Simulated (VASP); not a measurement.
**Hf: relaxation of cell and atoms with PBE**

The system is Hf.

```
Hf
1.0
     2.12083    0.00000    0.00000
     0.00000    2.12083    0.00000
     0.00000    0.00000    2.12083
Hf
1
Cartesian
  0.0000 0.0000 0.0000
```

```
Program                : VASP 6.6.1
Task                   : relaxation of cell and atoms
Functional             : PBE
Potentials or basis    : VASP PAW PBE potentials, release 64 (Hf_pv)
Cutoff                 : 600 eV
k mesh                 : 18 × 18 × 18
Occupations            : fermi-dirac, width 0.08 eV
Spin                   : no spin polarisation
Target pressure        : 430 GPa
Dipole correction      : no
Further INCAR settings : ALGO = Normal; EDIFF = 1e-06; IBRION = 2; EDIFFG = -0.005; NSW = 60; ISIF = 3
```

```json
{
 "Relaxed volume": "9.76 Å³/atom",
 "Relaxed cell": "a = 2.137 Å, b = 2.137 Å, c = 2.137 Å, α = 90.00°, β = 90.00°, γ = 90.00°",
 "Space group after relaxing (to 0.05 Å)": "Pm-3m (No. 221)",
 "Energy change on relaxing (the enthalpy is what falls)": "-626.0 meV/atom",
 "Ionic steps": "14",
 "Pressure after relaxing": "429.9 GPa",
 "Band gap on the k mesh": "zero (band 5 reaches 14.71 eV, above the bottom of band 6 at 5.16 eV)"
}
```

Step by step:
| step | energy change (eV) | largest force (eV/Å) | pressure (GPa) | volume (Å³) |
| --- | --- | --- | --- | --- |
| 1 | 0.0000 | 0.0000 | 464.80 | 9.54 |
| 2 | -5.7298 | 0.0000 | 173.48 | 12.70 |
| 3 | -0.7376 | 0.0000 | 423.73 | 9.81 |
| 4 | -0.6259 | 0.0000 | 429.88 | 9.76 |
| 5 | -0.6137 | 0.0000 | 430.52 | 9.76 |
| 6 | -0.6152 | 0.0000 | 430.50 | 9.76 |
| 7 | -0.6196 | 0.0000 | 430.33 | 9.76 |
| 8 | -0.6197 | 0.0000 | 430.21 | 9.76 |
| 9 | -0.6198 | 0.0000 | 430.21 | 9.76 |
| 10 | -0.6200 | 0.0000 | 430.20 | 9.76 |
| 11 | -0.6204 | 0.0000 | 430.18 | 9.76 |
| 12 | -0.6212 | 0.0000 | 430.15 | 9.76 |
| 13 | -0.6228 | 0.0000 | 430.08 | 9.76 |
| 14 | -0.6260 | 0.0000 | 429.95 | 9.76 |

Final structure:
```
Hf
1.0
     2.13732    0.00000    0.00000
     0.00000    2.13732    0.00000
     0.00000    0.00000    2.13732
Hf
1
Direct
  0.00000 0.00000 0.00000
```

Levels at points of the mesh, in eV from the Fermi level:
| k point | band 2 | band 3 | band 4 | band 5 | band 6 | band 7 | band 8 | band 9 |
| --- | --- | --- | --- | --- | --- | --- | --- | --- |
| (0.00, 0.00, 0.00) | -27.34 | -27.34 | -7.57 | -6.19 | -6.19 | 14.81 | 15.86 | 15.86 |
| (0.50, 0.00, 0.00) | -26.21 | -26.21 | -3.58 | -2.30 | 3.85 | 4.39 | 4.39 | 14.52 |
| (0.50, 0.50, 0.00) | -34.76 | -25.17 | -11.02 | 0.15 | 6.96 | 6.96 | 13.51 | 13.51 |
| (0.50, 0.50, 0.50) | -33.22 | -33.22 | -7.11 | -7.11 | -7.11 | 5.59 | 13.84 | 24.88 |

Wall time 2 min on 1 thread of Intel Xeon 8259CL, with other jobs on the host, peak memory 0.16 GiB.

Caveat: the cell is relaxed towards a set pressure, so the enthalpy falls and the energy may rise; spin-orbit coupling is left out, which moves the levels of the heavy elements.
